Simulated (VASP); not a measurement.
# MgI2 (P-3m1) in VASP: a series of runs, part 2 of 2

VASP 6.6.1. Earlier steps stand in the parts before.

### 4 Single point, PBEsol (biaxial strain in the a-b plane: +1.5 %, then relaxed in part)

Contents of INCAR:

```
SYSTEM = MgI2
ALGO     = Normal         ! electronic algorithm
EDIFF    = 1E-6           ! SCF threshold, eV
ENCUT    = 520            ! plane-wave cutoff, eV
GGA      = PS             ! functional
ISIF     = 2              ! what is computed and relaxed
ISMEAR   = 0              ! smearing method
LASPH    = .True.         ! aspherical terms in the spheres
LCHARG   = .False.        ! write CHGCAR
LREAL    = .False.        ! projectors in reciprocal space
LWAVE    = .False.        ! write WAVECAR
NBANDS   = 15             ! bands
NELM     = 80             ! most SCF steps
PREC     = Accurate       ! precision mode
SIGMA    = 0.02           ! smearing width, eV
```

Contents of KPOINTS:

```
k-points
0
Gamma
  6 6 4
  0 0 0
```

Contents of POSCAR:

```
MgI2
1.0
    4.1926864148      0.0000000000      0.0000000000
   -2.0963432074      3.6309729453      0.0000000000
    0.0000000000      0.0000000000      6.9619834353
Mg I
1 2
Direct
    0.0000000000      0.0000000000      0.0000000000
    0.3333333333      0.6666666667      0.7635836933
    0.6666666667      0.3333333333      0.2364163067
```

Potentials or basis: VASP PAW PBE potentials, release 64 (Mg, I).

On the command line:

```bash
$ cat potpaw_PBE.64/Mg/POTCAR potpaw_PBE.64/I/POTCAR > POTCAR
$ mpirun -np 1 vasp_std > vasp.out
```

OUTCAR:

```text
SYSTEM = MgI2
   EDIFF = 1E-6
   ENCUT = 520
   GGA = PS
   ISIF = 2
   ISMEAR = 0
   LASPH = .True.
   LREAL = .False.
   NELM = 80
   PREC = Accurate

 ion  position               nearest neighbor table
   1  0.000  0.000  0.000-   2 2.93   3 2.93   2 2.93   3 2.93   3 2.93   2 2.93
   2  0.333  0.667  0.764-   1 2.93   1 2.93   1 2.93
   3  0.667  0.333  0.236-   1 2.93   1 2.93   1 2.93

  LATTYP: Found a hexagonal cell.
 ALAT       =     4.1926864148
 C/A-ratio  =     1.6605065933

  Lattice vectors:

 A1 = (   4.1926864148,   0.0000000000,   0.0000000000)
 A2 = (  -2.0963432074,   3.6309729453,   0.0000000000)
 A3 = (   0.0000000000,   0.0000000000,   6.9619834353)

Analysis of symmetry for initial positions (statically):
=====================================================================
 Subroutine PRICEL returns:
 Original cell was already a primitive cell.

 Routine SETGRP: Setting up the symmetry group for a
 hexagonal supercell.

 Subroutine GETGRP returns: Found 12 space group operations
 (whereof 12 operations were pure point group operations)
 out of a pool of 24 trial point group operations.

The static configuration has the point symmetry D_3d.

Analysis of symmetry for dynamics (positions and initial velocities):
=====================================================================
 Subroutine PRICEL returns:
 Original cell was already a primitive cell.

 Routine SETGRP: Setting up the symmetry group for a
 hexagonal supercell.

 Subroutine GETGRP returns: Found 12 space group operations
 (whereof 12 operations were pure point group operations)
 out of a pool of 24 trial point group operations.

The dynamic configuration has the point symmetry D_3d.

 Subroutine INISYM returns: Found 12 space group operations
 (whereof 12 operations are pure point group operations),
 and found     1 'primitive' translations

----------------------------------------------------------------------------------------

                                     Primitive cell

  volume of cell :     105.9860

  direct lattice vectors                    reciprocal lattice vectors
     4.192686415  0.000000000  0.000000000     0.238510564  0.137704138  0.000000000
    -2.096343207  3.630972945  0.000000000     0.000000000  0.275408276  0.000000000
     0.000000000  0.000000000  6.961983435     0.000000000  0.000000000  0.143637228

  length of vectors
     4.192686415  4.192686415  6.961983435     0.275408276  0.275408276  0.143637228

  position of ions in fractional coordinates (direct lattice)
     0.000000000  0.000000000  0.000000000
     0.333333333  0.666666667  0.763583693
     0.666666667  0.333333333  0.236416307

  ion indices of the primitive-cell ions
   primitive index   ion index
                 1           1
                 2           2
                 3           3

----------------------------------------------------------------------------------------

 KPOINTS: k-points

Automatic generation of k-mesh.
 Grid dimensions read from file:
 generate k-points for:    6    6    4

[... 43 lines left out ...]
  0.333333  0.333333  0.500000      2.000000
   k-points           NKPTS =     24   k-points in BZ     NKDIM =     24   number of bands    NBANDS=     15
   number of dos      NEDOS =    301   number of ions     NIONS =      3
   total plane-waves  NPLWV =  55296
   dimension x,y,z NGX =    32 NGY =   32 NGZ =   54
   dimension x,y,z NGXF=    64 NGYF=   64 NGZF=  108
   ions per type =               1   2
   NGX,Y,Z   is equivalent  to a cutoff of  12.69, 12.69, 12.89 a.u.
   NGXF,Y,Z  is equivalent  to a cutoff of  25.38, 25.38, 25.79 a.u.
 SYSTEM =  MgI2
   PREC   = accura    normal or accurate (medium, high low for compatibility)
   ISTART =      0    job   : 0-new  1-cont  2-samecut
   ICHARG =      2    charge: 1-file 2-atom 10-const
   ISPIN  =      1    spin polarized calculation?
   LNONCOLLINEAR =      F non collinear calculations
   LSORBIT =      F    spin-orbit coupling
   LASPH  =      T    aspherical Exc in radial PAW
   ENCUT  =  520.0 eV  38.22 Ry    6.18 a.u.   7.80  7.80 12.94*2*pi/ulx,y,z
   NELM   =     80;   NELMIN=  2; NELMDL= -5     # of ELM steps
   EDIFF  = 0.1E-05   stopping-criterion for ELM
   LREAL  =      F    real-space projection
   EDIFFG = 0.1E-04   stopping-criterion for IOM
   NSW    =      0    number of steps for IOM
   IBRION =     -1    ionic relax: 0-MD 1-quasi-New 2-CG
   NFREE  =      0    steps in history (QN), initial steepest desc. (CG)
   ISIF   =      2    stress and relaxation
   ISYM   =      2    0-nonsym 1-usesym 2-fastsym
   POTIM  = 0.5000    time-step for ionic-motion
   TEBEG  =    0.0;   TEEND  =   0.0 temperature during run
   PSTRESS=    0.0 pullay stress
   NELECT =      16.0000    total number of electrons
   NUPDOWN=      -1.0000    fix difference up-down
   EMIN   =  10.00;   EMAX   =-10.00  energy-range for DOS
   EFERMI =   0.00;   METHOD = LEGACY
   ISMEAR =     0;   SIGMA  =   0.02  broadening in eV -4-tet -1-fermi 0-gaus
   EFERMI_NEDOS =   21; number of points for ismear=-14 and -15
   IALGO  =     38    algorithm
   IMIX   =      4    mixing-type and parameters
     AMIX     =   0.40;   BMIX     =  1.00
     AMIX_MAG =   1.60;   BMIX_MAG =  1.00
  volume/ion in A,a.u.               =      35.33       238.41
  Fermi-wavevector in a.u.,A,eV,Ry     =   0.871697  1.647268 10.338455  0.759855
  Thomas-Fermi vector in A             =   1.990841
   LORBIT       =      0    0 simple, 1 ext, 2 COOP (PROOUT), +10 PAW based schemes
   GGA     = PS    functional components
   LHFCALC =     F    Hartree Fock is set to
   AEXX    =    0.0000 exact exchange contribution
   IVDW    =     0    specifies the selected vdW correction
   LEPSILON=     F    determine dielectric tensor
   LRPA    =     F    only Hartree local field effects (RPA)
 non-spin polarized calculation
 Gauss-broadening in eV      SIGMA  =   0.02
  energy-cutoff  :      520.00
  volume of cell :      105.99
 maximum number of plane-waves:      2882
 NGX is ok and might be reduce to    32
   NGX = 15   NGY = 15   NGZ = 25

 number of electron      16.0000000 magnetization

 Free energy of the ion-electron system (eV)
  ---------------------------------------------------
  ext. energy  EPLUGINS =         0.00000000
  ---------------------------------------------------
  free energy    TOTEN  =        -8.41433986 eV

  energy without entropy =       -8.41433986  energy(sigma->0) =       -8.41433986

 E-fermi :   2.0103     XC(G=0):  -8.2087

 val. band max:        1.9170795648   @ k =   0.0000   0.0000   0.0000
 cond. band min:       5.3855368796   @ k =   0.5000   0.0000   0.2500
 fundamental gap:      3.4684573147
 Fermi energy:         2.0102651058

 k-point     1 :       0.0000    0.0000    0.0000
  band No.  band energies     occupation
      1     -10.1174      2.00000
      2      -9.4293      2.00000
      3      -1.4982      2.00000
      4       1.4283      2.00000
      5       1.4283      2.00000
      6       1.8033      2.00000
      7       1.8033      2.00000
      8       1.9171      2.00000
      9       5.4481      0.00000
     10       6.5178      0.00000
     11       8.4715      0.00000
     12       8.4715      0.00000
     13       9.3090      0.00000
     14       9.9448      0.00000
[... 401 lines left out ...]
      2      -9.2763      2.00000
      3      -1.2589      2.00000
      4      -0.8031      2.00000
      5      -0.8031      2.00000
      6      -0.2109      2.00000
      7       1.3836      2.00000
      8       1.3836      2.00000
      9       6.6914      0.00000
     10       7.7149      0.00000
     11       7.7149      0.00000
     12       9.2721      0.00000
     13      10.0626      0.00000
     14      10.2766      0.00000
     15      10.5095      0.00000

------------------------ aborting loop because EDIFF is reached ----------------------------------------

  FORCE on cell =-STRESS in cart. coord.  units (eV):
  Direction    XX          YY          ZZ          XY          YZ          ZX
  --------------------------------------------------------------------------------------
  -------------------------------------------------------------------------------------
  Total       -0.5283970     -0.5283970     -0.0162196     -0.0000000      0.0000000      0.0000000
  in kB       -7.9877149     -7.9877149     -0.2451896     -0.0000000      0.0000000      0.0000000
  external PRESSURE =      -5.4068731 kB  Pullay stress =       0.0000000 kB

 VOLUME and BASIS-vectors are now :
 -----------------------------------------------------------------------------
  energy-cutoff  :      520.00
  volume of cell :      105.99
      direct lattice vectors                 reciprocal lattice vectors
     4.192686415  0.000000000  0.000000000     0.238510564  0.137704138  0.000000000
    -2.096343207  3.630972945  0.000000000     0.000000000  0.275408276  0.000000000
     0.000000000  0.000000000  6.961983435     0.000000000  0.000000000  0.143637228

 POSITION                                       TOTAL-FORCE (eV/Angst)
 -----------------------------------------------------------------------------------
      0.00000      0.00000      0.00000        -0.000000      0.000000     -0.000000
     -0.00000      2.42065      5.31606        -0.000000      0.000000      0.004521
      2.09634      1.21032      1.64593         0.000000     -0.000000     -0.004521
 -----------------------------------------------------------------------------------
    total drift:                               -0.000000      0.000000      0.000000

  FREE ENERGIE OF THE ION-ELECTRON SYSTEM (eV)
  ---------------------------------------------------
  free  energy   TOTEN  =        -8.4143398591 eV

  energy  without entropy=       -8.4143398591  energy(sigma->0) =       -8.41433986
```

It took 28 s on 1 thread of Intel Xeon Platinum 8259CL at 2.50GHz (Skylake/Cascade Lake), shared host; peak memory 0.23 GiB.

What came out:

| Property | Result |
| --- | --- |
| Free energy | -8.4143 eV |
| Pressure | -0.5 GPa |
| Largest force | 0.005 eV/Å |
| Band gap on the k mesh | 3.47 eV, indirect (least direct gap 3.53 eV) |

Forces on the atoms (eV/Å):
```
Mg   0.000  0.000  0.000
I    0.000  0.000  0.005
I    0.000  0.000 -0.005
```

Levels at points of the mesh, in eV from the valence-band top:
```tsv
k point	band 4	band 5	band 6	band 7	band 8	band 9	band 10	band 11	band 12	band 13
(0.00, 0.00, 0.00)	-0.49	-0.49	-0.11	-0.11	0.00	3.53	4.60	6.55	6.55	7.39
(0.50, 0.00, 0.00)	-2.80	-1.75	-1.40	-0.84	-0.47	3.55	5.23	5.53	6.95	7.97
(0.00, 0.00, 0.50)	-1.30	-0.41	-0.41	-0.19	-0.19	4.43	4.67	6.40	6.40	7.73
(0.50, 0.00, 0.50)	-3.12	-1.26	-1.12	-0.75	-0.66	3.49	5.16	5.65	6.08	7.64
```

Caveat: the cell differs from its parent crystal (biaxial strain in the a-b plane: +1.5 %, then relaxed in part); the PAW data sets were made with another functional, which shifts forces and pressure a little; spin-orbit coupling is left out, which moves the levels of the heavy elements; this functional lacks dispersion, which binds the layers, so the pressure and a relaxed spacing across them are unreliable. A k mesh can miss the band edges.
